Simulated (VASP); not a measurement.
# Sb (R-3m) in VASP: single point with r2SCAN

Aim: the single point of Sb with r2SCAN.

Everything below comes from runs of VASP 6.6.1. Logs are shortened: lines on timing, memory, paths and dates and some standing lists are left out, and cuts for length are marked.

**1. The cell of the first run**

The structure is trigonal, space group R-3m (No. 166). The conventional cell has a = 4.322 Å, b = 4.322 Å, c = 11.064 Å, α = 90.00°, β = 90.00°, γ = 120.00°. Within 3.9 Å of Sb (site symmetry 3m) lie 6 Sb at 2.93 to 3.30 Å.

**2. Single point, r2SCAN**

Contents of POSCAR:

```
Sb
1.0
    2.1610468774      1.2476809964      3.6880788114
   -2.1610468774      1.2476809964      3.6880788114
    0.0000000000     -2.4953619928      3.6880788114
Sb
2
Direct
    0.2356869044      0.2356869044      0.2356869044
    0.7643130956      0.7643130956      0.7643130956
```

Contents of INCAR.step1:

```
ALGO     = Normal         # electronic algorithm
EDIFF    = 1E-4           # SCF threshold, eV
ENCUT    = 520            # plane-wave cutoff, eV
GGA      = PE             # functional
ISMEAR   = 0              # smearing method
LASPH    = True           # aspherical terms in the spheres
LCHARG   = False          # write CHGCAR
LREAL    = False          # projectors in reciprocal space
LWAVE    = True           # write WAVECAR
NBANDS   = 12             # bands
NELM     = 60             # most SCF steps
PREC     = Accurate       # precision mode
SIGMA    = 0.1            # smearing width, eV
```

Contents of INCAR.step2:

```
ALGO     = Normal         # electronic algorithm
EDIFF    = 1E-6           # SCF threshold, eV
ENCUT    = 520            # plane-wave cutoff, eV
ISIF     = 2              # what is computed and relaxed
ISMEAR   = 0              # smearing method
ISTART   = 1            
LASPH    = True           # aspherical terms in the spheres
LCHARG   = True           # write CHGCAR
LELF     = True           # ELF
LMIXTAU  = True         
LREAL    = False          # projectors in reciprocal space
LVHAR    = True         
LWAVE    = False          # write WAVECAR
METAGGA  = R2SCAN         # meta-GGA
NBANDS   = 12             # bands
NELM     = 60             # most SCF steps
PREC     = Accurate       # precision mode
SIGMA    = 0.1            # smearing width, eV
```

Contents of KPOINTS:

```
k-points
0
Gamma
  12 12 12
```

Potentials or basis: VASP PAW PBE potentials, release 64 (Sb).

Started as:

```bash
> cat potpaw_PBE.64/Sb/POTCAR > POTCAR
> cp INCAR.step1 INCAR
> mpirun -np 1 vasp_std > vasp.out
> cp INCAR.step2 INCAR
> mpirun -np 1 vasp_std > vasp.out
```

OUTCAR:

```text
EDIFF = 1E-6
   ENCUT = 520
   ISIF = 2
   ISMEAR = 0
   ISTART = 1
   LASPH = True
   LREAL = False
   METAGGA = R2SCAN
   NELM = 60
   PREC = Accurate

 ion  position               nearest neighbor table
   1  0.236  0.236  0.236-   2 2.93   2 2.93   2 2.93   2 3.30   2 3.30   2 3.30
   2  0.764  0.764  0.764-   1 2.93   1 2.93   1 2.93   1 3.30   1 3.30   1 3.30

  LATTYP: Found a trigonal (rhomboedric) cell.
 ALAT       =     4.4529492243
 COS(alpha) =     0.5289544721

  Lattice vectors:

 A1 = (   2.1610468774,   1.2476809964,   3.6880788114)
 A2 = (  -2.1610468774,   1.2476809964,   3.6880788114)
 A3 = (   0.0000000000,  -2.4953619928,   3.6880788114)

Analysis of symmetry for initial positions (statically):
=====================================================================
 Subroutine PRICEL returns:
 Original cell was already a primitive cell.

 Routine SETGRP: Setting up the symmetry group for a
 trigonal (rhombohedral) supercell.

 Subroutine GETGRP returns: Found 12 space group operations
 (whereof 12 operations were pure point group operations)
 out of a pool of 12 trial point group operations.

The static configuration has the point symmetry D_3d.

Analysis of symmetry for dynamics (positions and initial velocities):
=====================================================================
 Subroutine PRICEL returns:
 Original cell was already a primitive cell.

 Routine SETGRP: Setting up the symmetry group for a
 trigonal (rhombohedral) supercell.

 Subroutine GETGRP returns: Found 12 space group operations
 (whereof 12 operations were pure point group operations)
 out of a pool of 12 trial point group operations.

The dynamic configuration has the point symmetry D_3d.

 Subroutine INISYM returns: Found 12 space group operations
 (whereof 12 operations are pure point group operations),
 and found     1 'primitive' translations

----------------------------------------------------------------------------------------

                                     Primitive cell

  volume of cell :      59.6649

  direct lattice vectors                    reciprocal lattice vectors
     2.161046877  1.247680996  3.688078811     0.231369345  0.133581153  0.090381293
    -2.161046877  1.247680996  3.688078811    -0.231369345  0.133581153  0.090381293
     0.000000000 -2.495361993  3.688078811     0.000000000 -0.267162307  0.090381293

  length of vectors
     4.452949224  4.452949224  4.452949224     0.282036303  0.282036303  0.282036303

  position of ions in fractional coordinates (direct lattice)
     0.235686904  0.235686904  0.235686904
     0.764313096  0.764313096  0.764313096

  ion indices of the primitive-cell ions
   primitive index   ion index
                 1           1
                 2           2

----------------------------------------------------------------------------------------

 KPOINTS: k-points

Automatic generation of k-mesh.
 Grid dimensions read from file:
 generate k-points for:   12   12   12

 Generating k-lattice:

  Cartesian coordinates                     Fractional coordinates (reciprocal lattice)
     0.019280779  0.011131763  0.007531774     0.083333333  0.000000000  0.000000000
    -0.019280779  0.011131763  0.007531774     0.000000000  0.083333333  0.000000000
     0.000000000 -0.022263526  0.007531774     0.000000000  0.000000000  0.083333333

  Length of vectors
     0.023503025  0.023503025  0.023503025

  Shift w.r.t. Gamma in fractional coordinates (k-lattice)
     0.000000000  0.000000000  0.000000000

 Subroutine IBZKPT returns following result:
 ===========================================

 Found    189 irreducible k-points:

 Following reciprocal coordinates:
            Coordinates               Weight
  0.000000  0.000000  0.000000      1.000000
  0.083333  0.000000  0.000000      6.000000
  0.166667  0.000000  0.000000      6.000000
  0.250000  0.000000  0.000000      6.000000
  0.333333  0.000000  0.000000      6.000000
  0.416667 -0.000000  0.000000      6.000000
[... 16 lines left out ...]
  0.500000  0.166667  0.000000     12.000000
 -0.416667  0.166667  0.000000     12.000000
 [... further k-points ...]
   k-points           NKPTS =    189   k-points in BZ     NKDIM =    189   number of bands    NBANDS=     12
   number of dos      NEDOS =    301   number of ions     NIONS =      2
   total plane-waves  NPLWV =  46656
   dimension x,y,z NGX =    36 NGY =   36 NGZ =   36
   dimension x,y,z NGXF=    72 NGYF=   72 NGZF=   72
   ions per type =               2
   NGX,Y,Z   is equivalent  to a cutoff of  13.44, 13.44, 13.44 a.u.
   NGXF,Y,Z  is equivalent  to a cutoff of  26.88, 26.88, 26.88 a.u.
 SYSTEM =  unknown system
   PREC   = accura    normal or accurate (medium, high low for compatibility)
   ISTART =      1    job   : 0-new  1-cont  2-samecut
   ICHARG =      0    charge: 1-file 2-atom 10-const
   ISPIN  =      1    spin polarized calculation?
   LNONCOLLINEAR =      F non collinear calculations
   LSORBIT =      F    spin-orbit coupling
   LASPH  =      T    aspherical Exc in radial PAW
   ENCUT  =  520.0 eV  38.22 Ry    6.18 a.u.   8.28  8.28  8.28*2*pi/ulx,y,z
   NELM   =     60;   NELMIN=  2; NELMDL=  0     # of ELM steps
   EDIFF  = 0.1E-05   stopping-criterion for ELM
   LREAL  =      F    real-space projection
   EDIFFG = 0.1E-04   stopping-criterion for IOM
   NSW    =      0    number of steps for IOM
   IBRION =     -1    ionic relax: 0-MD 1-quasi-New 2-CG
   NFREE  =      0    steps in history (QN), initial steepest desc. (CG)
   ISIF   =      2    stress and relaxation
   ISYM   =      2    0-nonsym 1-usesym 2-fastsym
   POTIM  = 0.5000    time-step for ionic-motion
   TEBEG  =    0.0;   TEEND  =   0.0 temperature during run
   PSTRESS=    0.0 pullay stress
   NELECT =      10.0000    total number of electrons
   NUPDOWN=      -1.0000    fix difference up-down
   EMIN   =  10.00;   EMAX   =-10.00  energy-range for DOS
   EFERMI =   0.00;   METHOD = LEGACY
   ISMEAR =     0;   SIGMA  =   0.10  broadening in eV -4-tet -1-fermi 0-gaus
   EFERMI_NEDOS =   21; number of points for ismear=-14 and -15
   IALGO  =     38    algorithm
   IMIX   =      4    mixing-type and parameters
     AMIX     =   0.40;   BMIX     =  1.00
     AMIX_MAG =   1.60;   BMIX_MAG =  1.00
  volume/ion in A,a.u.               =      29.83       201.32
  Fermi-wavevector in a.u.,A,eV,Ry     =   0.902613  1.705692 11.084815  0.814711
  Thomas-Fermi vector in A             =   2.025838
   LORBIT       =      0    0 simple, 1 ext, 2 COOP (PROOUT), +10 PAW based schemes
   METAGGA = R2SCAN    functional components
   LHFCALC =     F    Hartree Fock is set to
   AEXX    =    0.0000 exact exchange contribution
   IVDW    =     0    specifies the selected vdW correction
   LEPSILON=     F    determine dielectric tensor
   LRPA    =     F    only Hartree local field effects (RPA)
 non-spin polarized calculation
 Gauss-broadening in eV      SIGMA  =   0.10
  energy-cutoff  :      520.00
  volume of cell :       59.66
 maximum number of plane-waves:      1618
 NGX is ok and might be reduce to    36
   NGX = 17   NGY = 17   NGZ = 17

 number of electron      10.0000000 magnetization

 Free energy of the ion-electron system (eV)
  ---------------------------------------------------
  ext. energy  EPLUGINS =         0.00000000
  ---------------------------------------------------
  free energy    TOTEN  =       -51.37358885 eV

  energy without entropy =      -51.37284234  energy(sigma->0) =      -51.37321559

 E-fermi :   7.3652     XC(G=0): -10.0652

 val. band max:        7.3549564986   @ k =  -0.4167   0.5000   0.4167
 cond. band min:       7.4630428589   @ k =   0.4167   0.3333   0.3333
 fundamental gap:      0.1080863603
 Fermi energy:         7.3651513437

 k-point     1 :       0.0000    0.0000    0.0000
  band No.  band energies     occupation
      1      -6.0015      2.00000
      2       2.6841      2.00000
      3       5.1733      2.00000
      4       5.3196      2.00000
      5       5.3196      2.00000
      6       9.7552      0.00000
      7      10.2870      0.00000
      8      10.2870      0.00000
      9      12.6526      0.00000
     10      12.6526      0.00000
     11      12.8663      0.00000
     12      14.5089      0.00000

 k-point     2 :       0.0833    0.0000    0.0000
  band No.  band energies     occupation
      1      -5.9203      2.00000
      2       2.2316      2.00000
      3       5.1987      2.00000
      4       5.3112      2.00000
      5       5.5696      2.00000
      6       9.6663      0.00000
      7      10.0519      0.00000
      8      10.0804      0.00000
      9      12.3774      0.00000
     10      12.6746      0.00000
     11      12.7211      0.00000
     12      14.9934      0.00000

 k-point     3 :       0.1667    0.0000    0.0000
  band No.  band energies     occupation
      1      -5.6774      2.00000
      2       1.2510      2.00000
      3       5.2241      2.00000
      4       5.2959      2.00000
      5       6.0255      2.00000
      6       9.3037      0.00000
      7       9.4715      0.00000
      8       9.5705      0.00000
      9      12.2476      0.00000
     10      12.8078      0.00000
     11      12.9906      0.00000
     12      16.1487      0.00000

 k-point     4 :       0.2500    0.0000    0.0000
  band No.  band energies     occupation
      1      -5.2756      2.00000
      2       0.1160      2.00000
      3       5.2822      2.00000
      4       5.2938      2.00000
      5       6.3864      2.00000
      6       8.7022      0.00000
      7       8.8008      0.00000
      8       8.9494      0.00000
      9      12.6908      0.00000
     10      13.3303      0.00000
     11      13.6707      0.00000
     12      17.6275      0.00000

 k-point     5 :       0.3333    0.0000    0.0000
  band No.  band energies     occupation
      1      -4.7216      2.00000
      2      -1.0218      2.00000
      3       5.3177      2.00000
      4       5.3863      2.00000
      5       6.6431      2.00000
      6       8.0677      0.00000
      7       8.2135      0.00000
      8       8.3770      0.00000
      9      13.5511      0.00000
     10      14.2519      0.00000
     11      14.6359      0.00000
     12      18.8217      0.00000
[... 228 lines left out ...]
      1      -4.8685      2.00000
      2      -0.2722      2.00000
      3       4.0783      2.00000
      4       4.4983      2.00000
      5       5.5396      2.00000
      6       9.2658      0.00000
      7       9.9680      0.00000
      8      10.4028      0.00000
      9      11.5141      0.00000
     10      15.0100      0.00000
     11      15.3289      0.00000
     12      16.8588      0.00000

 k-point    22 :       0.4167    0.1667    0.0000
  band No.  band energies     occupation
      1      -4.2908      2.00000
      2      -1.2592      2.00000
      3       3.9092      2.00000
      4       4.5207      2.00000
      5       5.2521      2.00000
      6       9.4405      0.00000
      7       9.6146      0.00000
      8      10.0911      0.00000
      9      12.1243      0.00000
     10      15.9017      0.00000
     11      16.5050      0.00000
     12      17.3681      0.00000

 k-point    23 :       0.5000    0.1667    0.0000
  band No.  band energies     occupation
      1      -3.6019      2.00000
      2      -2.2056      2.00000
      3       3.6498      2.00000
      4       4.6890      2.00000
      5       5.3139      2.00000
      6       8.8921      0.00000
      7       9.2803      0.00000
      8      10.3138      0.00000
      9      13.2264      0.00000
     10      15.9870      0.00000
     11      16.8096      0.00000
     12      17.0701      0.00000

 k-point    24 :      -0.4167    0.1667    0.0000
  band No.  band energies     occupation
      1      -3.3011      2.00000
      2      -2.5712      2.00000
      3       3.4329      2.00000
      4       5.0354      2.00000
      5       5.5760      2.00000
      6       8.3406      0.00000
      7       8.8914      0.00000
      8      10.6674      0.00000
      9      14.4029      0.00000
     10      14.8505      0.00000
     11      15.4761      0.00000
     12      18.2428      0.00000

 [... further k-points ...]

------------------------ aborting loop because EDIFF is reached ----------------------------------------

  FORCE on cell =-STRESS in cart. coord.  units (eV):
  Direction    XX          YY          ZZ          XY          YZ          ZX
  --------------------------------------------------------------------------------------
  -------------------------------------------------------------------------------------
  Total        0.6158201      0.6158201      0.7096627      0.0000000     -0.0000000      0.0000000
  in kB       16.5365643     16.5365643     19.0565104      0.0000000     -0.0000000      0.0000000
  external PRESSURE =      17.3765463 kB  Pullay stress =       0.0000000 kB

 VOLUME and BASIS-vectors are now :
 -----------------------------------------------------------------------------
  energy-cutoff  :      520.00
  volume of cell :       59.66
      direct lattice vectors                 reciprocal lattice vectors
     2.161046877  1.247680996  3.688078811     0.231369345  0.133581153  0.090381293
    -2.161046877  1.247680996  3.688078811    -0.231369345  0.133581153  0.090381293
     0.000000000 -2.495361993  3.688078811     0.000000000 -0.267162307  0.090381293

 POSITION                                       TOTAL-FORCE (eV/Angst)
 -----------------------------------------------------------------------------------
      0.00000      0.00000      2.60770         0.000000      0.000000     -0.067853
      0.00000      0.00000      8.45654         0.000000     -0.000000      0.067853
 -----------------------------------------------------------------------------------
    total drift:                                0.000000     -0.000000     -0.000000

  FREE ENERGIE OF THE ION-ELECTRON SYSTEM (eV)
  ---------------------------------------------------
  free  energy   TOTEN  =       -51.3735888517 eV

  energy  without entropy=      -51.3728423377  energy(sigma->0) =      -51.37321559
```

Run time: 9.2 min. Hardware: 1 thread of Intel Xeon Platinum 8375C at 2.90GHz (Ice Lake), shared host; peak memory 0.29 GiB.

What came out:

| Item | Value |
| --- | --- |
| Free energy | -51.3736 eV |
| Pressure | 1.7 GPa |
| Largest force | 0.068 eV/Å |
| Band gap on the k mesh | zero (band 5 reaches 7.53 eV, above the bottom of band 6 at 7.28 eV) |

Forces in eV/Å, atoms in the order of the input:
```
Sb   0.000  0.000 -0.068
Sb   0.000  0.000  0.068
```

Stress tensor (GPa, compression positive):
```
1.65 0.00 0.00
0.00 1.65 0.00
0.00 0.00 1.91
```

Caveat: the PAW data sets were made with another functional, which shifts forces and pressure a little; spin-orbit coupling is left out, which moves the levels of the heavy elements.
